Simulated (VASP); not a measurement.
# Rh: single point with LDA

Crystal: Rh.

```
Rh
1.0
     0.00000    2.79992    2.79992
     2.79992    0.00000    2.79992
     2.79992    2.79992    0.00000
Rh
2
Direct
  0.12500 0.12500 0.12500
  0.87500 0.87500 0.87500
```

This isn't the form of Rh at room conditions, which is fcc.

- Program: VASP 6.6.1
- Task: single point
- Functional: LDA
- Potentials or basis: VASP PAW LDA potentials, release 64 (Rh_pv)
- Cutoff: 520 eV
- k mesh: 11 × 11 × 11
- Occupations: fermi-dirac, width 0.1 eV
- Spin: no spin polarisation

```
Pressure               : -13.4 GPa
Band gap on the k mesh : zero (bands 15 and 16 overlap by 1.02 eV)
```

Levels at points of the mesh, in eV from the Fermi level:
```
           k point  band 12  band 13  band 14  band 15  band 16  band 17  band 18  band 19
(0.00, 0.00, 0.00)    -3.66    -1.35    -1.35    -1.35     0.35     0.35    12.31    12.40
```

Run time: 17 s on 1 thread of Intel(R) Xeon(R) 6975P-C (Granite Rapids), on a shared host, peak memory 0.17 GiB.

Caveat: the cell stands under tension.
